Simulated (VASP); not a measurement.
# Cd (P6_3/mmc) in VASP: a series of runs

The runs below take Cd through single point, relaxation of cell and atoms, with PBE.

All numbers are computed with VASP 6.6.1; they aren't measurements. Logs are shortened: lines on timing, memory, paths and dates and some standing lists are left out, and cuts for length are marked.

**1. The cell of the first run**

Symmetry: P6_3/mmc, No. 194, hexagonal system. The conventional cell has a = 3.087 Å, b = 3.087 Å, c = 5.474 Å, α = 90.00°, β = 90.00°, γ = 120.00°. Within 4.1 Å of Cd (site symmetry -6m2) lie 12 Cd at 3.09 to 3.27 Å.

**2. Single point, PBE**

Input file INCAR:

```
  ALGO = Normal
  EDIFF = 1E-7
  ENCUT = 520
  GGA = PE
  ISIF = 2
  ISMEAR = 0
  LASPH = T
  LCHARG = F
  LREAL = F
  LWAVE = F
  NBANDS = 19
  NELM = 100
  PREC = Accurate
  SIGMA = 0.02
```

Input file KPOINTS:

```
k-points
0
Gamma
  8 8 4
```

Input file POSCAR:

```
Cd
1.0
    3.0865867352      0.0000000000      0.0000000000
   -1.5432933676      2.6730625237      0.0000000000
    0.0000000000      0.0000000000      5.4740207731
Cd
2
Direct
    0.3333333333      0.6666666667      0.2500000000
    0.6666666667      0.3333333333      0.7500000000
```

Potentials or basis: VASP PAW PBE potentials, release 64 (Cd).

Launch:

```bash
$ cat potpaw_PBE.64/Cd/POTCAR > POTCAR
$ mpirun -np 1 vasp_std > vasp.out
```

OUTCAR:

```text
EDIFF = 1E-7
   ENCUT = 520
   GGA = PE
   ISIF = 2
   ISMEAR = 0
   LASPH = T
   LREAL = F
   NELM = 100
   PREC = Accurate

 ion  position               nearest neighbor table
   1  0.333  0.667  0.250-   2 3.27   2 3.27   2 3.27   2 3.27   2 3.27   2 3.27
   2  0.667  0.333  0.750-   1 3.27   1 3.27   1 3.27   1 3.27   1 3.27   1 3.27

  LATTYP: Found a hexagonal cell.
 ALAT       =     3.0865867352
 C/A-ratio  =     1.7734867809

  Lattice vectors:

 A1 = (   3.0865867352,   0.0000000000,   0.0000000000)
 A2 = (  -1.5432933676,   2.6730625237,   0.0000000000)
 A3 = (   0.0000000000,   0.0000000000,   5.4740207731)

Analysis of symmetry for initial positions (statically):
=====================================================================
 Subroutine PRICEL returns:
 Original cell was already a primitive cell.

 Routine SETGRP: Setting up the symmetry group for a
 hexagonal supercell.

 Subroutine GETGRP returns: Found 24 space group operations
 (whereof 12 operations were pure point group operations)
 out of a pool of 24 trial point group operations.

The static configuration has the point symmetry D_3d.
 The point group associated with its full space group is D_6h.

Analysis of symmetry for dynamics (positions and initial velocities):
=====================================================================
 Subroutine PRICEL returns:
 Original cell was already a primitive cell.

 Routine SETGRP: Setting up the symmetry group for a
 hexagonal supercell.

 Subroutine GETGRP returns: Found 24 space group operations
 (whereof 12 operations were pure point group operations)
 out of a pool of 24 trial point group operations.

The dynamic configuration has the point symmetry D_3d.
 The point group associated with its full space group is D_6h.

 Subroutine INISYM returns: Found 24 space group operations
 (whereof 12 operations are pure point group operations),
 and found     1 'primitive' translations

----------------------------------------------------------------------------------------

                                     Primitive cell

  volume of cell :      45.1642

  direct lattice vectors                    reciprocal lattice vectors
     3.086586735  0.000000000  0.000000000     0.323982472  0.187051367  0.000000000
    -1.543293368  2.673062524  0.000000000     0.000000000  0.374102735  0.000000000
     0.000000000  0.000000000  5.474020773     0.000000000  0.000000000  0.182681075

  length of vectors
     3.086586735  3.086586735  5.474020773     0.374102735  0.374102735  0.182681075

  position of ions in fractional coordinates (direct lattice)
     0.333333333  0.666666667  0.250000000
     0.666666667  0.333333333  0.750000000

  ion indices of the primitive-cell ions
   primitive index   ion index
                 1           1
                 2           2

----------------------------------------------------------------------------------------

 KPOINTS: k-points

Automatic generation of k-mesh.
 Grid dimensions read from file:
 generate k-points for:    8    8    4

 Generating k-lattice:

  Cartesian coordinates                     Fractional coordinates (reciprocal lattice)
     0.040497809  0.023381421  0.000000000     0.125000000  0.000000000  0.000000000
     0.000000000  0.046762842  0.000000000     0.000000000  0.125000000  0.000000000
     0.000000000  0.000000000  0.045670269     0.000000000  0.000000000  0.250000000

  Length of vectors
     0.046762842  0.046762842  0.045670269

  Shift w.r.t. Gamma in fractional coordinates (k-lattice)
     0.000000000  0.000000000  0.000000000

 Subroutine IBZKPT returns following result:
 ===========================================

 Found     30 irreducible k-points:

 Following reciprocal coordinates:
            Coordinates               Weight
  0.000000  0.000000  0.000000      1.000000
  0.125000  0.000000  0.000000      6.000000
  0.250000  0.000000  0.000000      6.000000
  0.375000  0.000000  0.000000      6.000000
  0.500000  0.000000  0.000000      3.000000
  0.125000  0.125000  0.000000      6.000000
[... 16 lines left out ...]
  0.250000  0.000000  0.500000      6.000000
  0.375000  0.000000  0.500000      6.000000
 [... further k-points ...]
   k-points           NKPTS =     30   k-points in BZ     NKDIM =     30   number of bands    NBANDS=     19
   number of dos      NEDOS =    301   number of ions     NIONS =      2
   total plane-waves  NPLWV =  24192
   dimension x,y,z NGX =    24 NGY =   24 NGZ =   42
   dimension x,y,z NGXF=    48 NGYF=   48 NGZF=   84
   ions per type =               2
   NGX,Y,Z   is equivalent  to a cutoff of  12.93, 12.93, 12.76 a.u.
   NGXF,Y,Z  is equivalent  to a cutoff of  25.85, 25.85, 25.51 a.u.
 SYSTEM =  unknown system
   PREC   = accura    normal or accurate (medium, high low for compatibility)
   ISTART =      0    job   : 0-new  1-cont  2-samecut
   ICHARG =      2    charge: 1-file 2-atom 10-const
   ISPIN  =      1    spin polarized calculation?
   LNONCOLLINEAR =      F non collinear calculations
   LSORBIT =      F    spin-orbit coupling
   LASPH  =      T    aspherical Exc in radial PAW
   ENCUT  =  520.0 eV  38.22 Ry    6.18 a.u.   5.74  5.74 10.18*2*pi/ulx,y,z
   NELM   =    100;   NELMIN=  2; NELMDL= -5     # of ELM steps
   EDIFF  = 0.1E-06   stopping-criterion for ELM
   LREAL  =      F    real-space projection
   EDIFFG = 0.1E-05   stopping-criterion for IOM
   NSW    =      0    number of steps for IOM
   IBRION =     -1    ionic relax: 0-MD 1-quasi-New 2-CG
   NFREE  =      0    steps in history (QN), initial steepest desc. (CG)
   ISIF   =      2    stress and relaxation
   ISYM   =      2    0-nonsym 1-usesym 2-fastsym
   POTIM  = 0.5000    time-step for ionic-motion
   TEBEG  =    0.0;   TEEND  =   0.0 temperature during run
   PSTRESS=    0.0 pullay stress
   NELECT =      24.0000    total number of electrons
   NUPDOWN=      -1.0000    fix difference up-down
   EMIN   =  10.00;   EMAX   =-10.00  energy-range for DOS
   EFERMI =   0.00;   METHOD = LEGACY
   ISMEAR =     0;   SIGMA  =   0.02  broadening in eV -4-tet -1-fermi 0-gaus
   EFERMI_NEDOS =   21; number of points for ismear=-14 and -15
   IALGO  =     38    algorithm
   IMIX   =      4    mixing-type and parameters
     AMIX     =   0.40;   BMIX     =  1.00
     AMIX_MAG =   1.60;   BMIX_MAG =  1.00
  volume/ion in A,a.u.               =      22.58       152.39
  Fermi-wavevector in a.u.,A,eV,Ry     =   1.326011  2.505798 23.923206  1.758306
  Thomas-Fermi vector in A             =   2.455430
   LORBIT       =      0    0 simple, 1 ext, 2 COOP (PROOUT), +10 PAW based schemes
   GGA     = PE    functional components
   LHFCALC =     F    Hartree Fock is set to
   AEXX    =    0.0000 exact exchange contribution
   IVDW    =     0    specifies the selected vdW correction
   LEPSILON=     F    determine dielectric tensor
   LRPA    =     F    only Hartree local field effects (RPA)
 non-spin polarized calculation
 Gauss-broadening in eV      SIGMA  =   0.02
  energy-cutoff  :      520.00
  volume of cell :       45.16
 maximum number of plane-waves:      1228
 NGX is ok and might be reduce to    24
   NGX = 11   NGY = 11   NGZ = 21

 number of electron      24.0000020 magnetization

 Free energy of the ion-electron system (eV)
  ---------------------------------------------------
  ext. energy  EPLUGINS =         0.00000000
  ---------------------------------------------------
  free energy    TOTEN  =        -1.48611108 eV

  energy without entropy =       -1.48594545  energy(sigma->0) =       -1.48602827

 E-fermi :   2.4666     XC(G=0): -10.8068

 val. band max:        2.4528974531   @ k =   0.5000   0.0000   0.5000
 cond. band min:       2.6361574838   @ k =   0.3750   0.2500   0.5000
 fundamental gap:      0.1832600308
 Fermi energy:         2.4665788599

 k-point     1 :       0.0000    0.0000    0.0000
  band No.  band energies     occupation
      1      -6.9671      2.00000
      2      -6.6487      2.00000
      3      -6.4439      2.00000
      4      -6.4439      2.00000
      5      -6.3826      2.00000
      6      -6.3826      2.00000
[... 11 lines left out ...]
     18      17.6808      0.00000
     19      17.8018      0.00000

 k-point     2 :       0.1250    0.0000    0.0000
  band No.  band energies     occupation
      1      -6.8625      2.00000
      2      -6.6037      2.00000
      3      -6.4680      2.00000
      4      -6.4017      2.00000
      5      -6.3286      2.00000
      6      -6.2735      2.00000
[... 11 lines left out ...]
     18      17.0972      0.00000
     19      17.4309      0.00000

 k-point     3 :       0.2500    0.0000    0.0000
  band No.  band energies     occupation
      1      -6.8744      2.00000
      2      -6.6235      2.00000
      3      -6.4537      2.00000
      4      -6.4465      2.00000
      5      -6.2209      2.00000
      6      -6.2153      2.00000
[... 11 lines left out ...]
     18      14.8538      0.00000
     19      16.5797      0.00000

 k-point     4 :       0.3750    0.0000    0.0000
  band No.  band energies     occupation
      1      -7.0311      2.00000
      2      -6.7921      2.00000
      3      -6.7322      2.00000
      4      -6.3059      2.00000
      5      -6.2813      2.00000
      6      -6.2544      2.00000
[... 11 lines left out ...]
     18      14.4295      0.00000
     19      15.5190      0.00000

 k-point     5 :       0.5000    0.0000    0.0000
  band No.  band energies     occupation
      1      -7.1009      2.00000
      2      -6.8614      2.00000
      3      -6.8387      2.00000
      4      -6.3392      2.00000
      5      -6.3361      2.00000
      6      -6.1830      2.00000
[... 11 lines left out ...]
     18      14.2940      0.00000
     19      14.9450      0.00000
[... 334 lines left out ...]
      2      -6.8039      2.00000
      3      -6.4448      2.00000
      4      -6.4448      2.00000
      5      -6.4448      2.00000
      6      -6.4448      2.00000
[... 11 lines left out ...]
     18      17.0807      0.00000
     19      17.0807      0.00000

 k-point    22 :       0.1250    0.0000    0.5000
  band No.  band energies     occupation
      1      -6.7093      2.00000
      2      -6.7093      2.00000
      3      -6.4864      2.00000
      4      -6.4864      2.00000
      5      -6.3391      2.00000
      6      -6.3391      2.00000
[... 11 lines left out ...]
     18      15.6414      0.00000
     19      16.3212      0.00000

 k-point    23 :       0.2500    0.0000    0.5000
  band No.  band energies     occupation
      1      -6.7481      2.00000
      2      -6.7481      2.00000
      3      -6.5576      2.00000
      4      -6.5576      2.00000
      5      -6.1106      2.00000
      6      -6.1106      2.00000
[... 11 lines left out ...]
     18      13.7286      0.00000
     19      15.5332      0.00000

 k-point    24 :       0.3750    0.0000    0.5000
  band No.  band energies     occupation
      1      -6.8992      2.00000
      2      -6.8992      2.00000
      3      -6.7335      2.00000
      4      -6.7335      2.00000
      5      -6.0550      2.00000
      6      -6.0550      2.00000
[... 11 lines left out ...]
     18      12.3745      0.00000
     19      14.9691      0.00000

 [... further k-points ...]

------------------------ aborting loop because EDIFF is reached ----------------------------------------

  FORCE on cell =-STRESS in cart. coord.  units (eV):
  Direction    XX          YY          ZZ          XY          YZ          ZX
  --------------------------------------------------------------------------------------
  -------------------------------------------------------------------------------------
  Total        0.0852701      0.0852701      0.0579063      0.0000000      0.0000000      0.0000000
  in kB        3.0249143      3.0249143      2.0541991      0.0000000      0.0000000      0.0000000
  external PRESSURE =       2.7013425 kB  Pullay stress =       0.0000000 kB

 VOLUME and BASIS-vectors are now :
 -----------------------------------------------------------------------------
  energy-cutoff  :      520.00
  volume of cell :       45.16
      direct lattice vectors                 reciprocal lattice vectors
     3.086586735  0.000000000  0.000000000     0.323982472  0.187051367  0.000000000
    -1.543293368  2.673062524  0.000000000     0.000000000  0.374102735  0.000000000
     0.000000000  0.000000000  5.474020773     0.000000000  0.000000000  0.182681075

 POSITION                                       TOTAL-FORCE (eV/Angst)
 -----------------------------------------------------------------------------------
     -0.00000      1.78204      1.36851        -0.000000      0.000000      0.000000
      1.54329      0.89102      4.10552         0.000000     -0.000000      0.000000
 -----------------------------------------------------------------------------------
    total drift:                               -0.000000      0.000000      0.000000

  FREE ENERGIE OF THE ION-ELECTRON SYSTEM (eV)
  ---------------------------------------------------
  free  energy   TOTEN  =        -1.4861110842 eV

  energy  without entropy=       -1.4859454548  energy(sigma->0) =       -1.48602827
```

It took 13 s on 1 thread of Intel Xeon Platinum 8488C (Sapphire Rapids), shared host; peak memory 0.16 GiB.

Results:

```
Free energy            : -1.4861 eV
Pressure               : 0.3 GPa
Band gap on the k mesh : zero (band 12 reaches 3.92 eV, above the bottom of band 13 at 0.26 eV)
```

Stress tensor (GPa, compression positive):
```
0.30 0.00 0.00
0.00 0.30 0.00
0.00 0.00 0.21
```

[end of part 1 of 2]
